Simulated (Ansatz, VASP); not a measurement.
Ag: VASP beside Ansatz

```
Ag
1.0
     0.00000    2.02904    2.02904
     2.02904    0.00000    2.02904
     2.02904    2.02904    0.00000
Ag
1
Cartesian
  0.0000 0.0000 0.0000
```

Alike in both runs: task single point; functional HF; k mesh 6 × 6 × 6; occupations fermi-dirac, width 0.05 eV; no spin polarisation.

```csv
,VASP,Ansatz
version,VASP 6.6.1,Ansatz 0.2.0
potentials or method,"VASP PAW PBE potentials, release 64 (Ag)",Ansatz PAW
plane-wave cutoff (eV),520,420
valence electrons in the cell,11,19
```

VASP gave:

```
gap on the k mesh at the Fermi level (eV) : none
pressure (GPa)                            : 22.6
```

Problem. Which values does Ansatz return?

Solution. gap on the k mesh at the Fermi level (eV): none; pressure (GPa): 23.2.

VASP's potentials were made for PBE, not for HF. A gap of «none» marks a metal or a gap that the smearing closes. VASP's potentials hold 11 valence electrons a cell and Ansatz's 19, so a difference there can come from the potentials and not from the codes.

The k mesh is coarse, so the values compare programs but aren't converged.
